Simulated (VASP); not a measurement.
**BeTe: single point with r2SCAN**

Crystal: BeTe.

```
Be Te
1.0
     4.10991    0.00000    0.00000
    -2.05495    3.55929    0.00000
     0.00000    0.00000    8.30377
Be Te
2 2
Direct
  0.33333 0.66667 0.25000
  0.66667 0.33333 0.75000
  0.66667 0.33333 0.25000
  0.33333 0.66667 0.75000
```

This cell differs from its parent crystal: volume changed by +6%.

```json
{
  "Program": "VASP 6.6.1",
  "Task": "single point",
  "Functional": "r2SCAN",
  "Potentials or basis": "VASP PAW PBE potentials, release 64 (Be, Te)",
  "Cutoff": "520 eV",
  "k mesh": "6 × 6 × 4",
  "Occupations": "gaussian, width 0.01 eV",
  "Spin": "no spin polarisation",
  "Dipole correction": "no",
  "Further INCAR settings": "ALGO = Normal; EDIFF = 1e-06; NBANDS = 16"
}
```

```json
{"Pressure": "-2.3 GPa", "Band gap on the k mesh": "3.11 eV, indirect (least direct gap 3.26 eV)"}
```

Stress tensor (GPa, compression positive):
```
-3.23  0.00  0.00
 0.00 -3.23  0.00
 0.00  0.00 -0.29
```

Levels at points of the mesh, in eV from the valence-band top:
```tsv
k point	band 6	band 7	band 8	band 9	band 10	band 11
(0.00, 0.00, 0.00)	-0.64	-0.57	-0.57	3.78	3.80	4.89
(0.50, 0.00, 0.00)	-1.86	-1.04	-0.08	3.26	3.34	3.84
(0.00, 0.00, 0.50)	-0.65	-0.65	-0.65	3.98	3.98	5.04
(0.50, 0.00, 0.50)	-1.97	-0.44	-0.44	3.30	3.30	3.60
```

Run time: 110 s on 1 thread of Intel(R) Xeon(R) Platinum 8488C (Sapphire Rapids), with other jobs on the host, peak memory 0.28 GiB.

Caveat: the PAW data sets were made with another functional, which shifts forces and pressure a little; spin-orbit coupling is left out, which moves the levels of the heavy elements. A k mesh can miss the band edges.
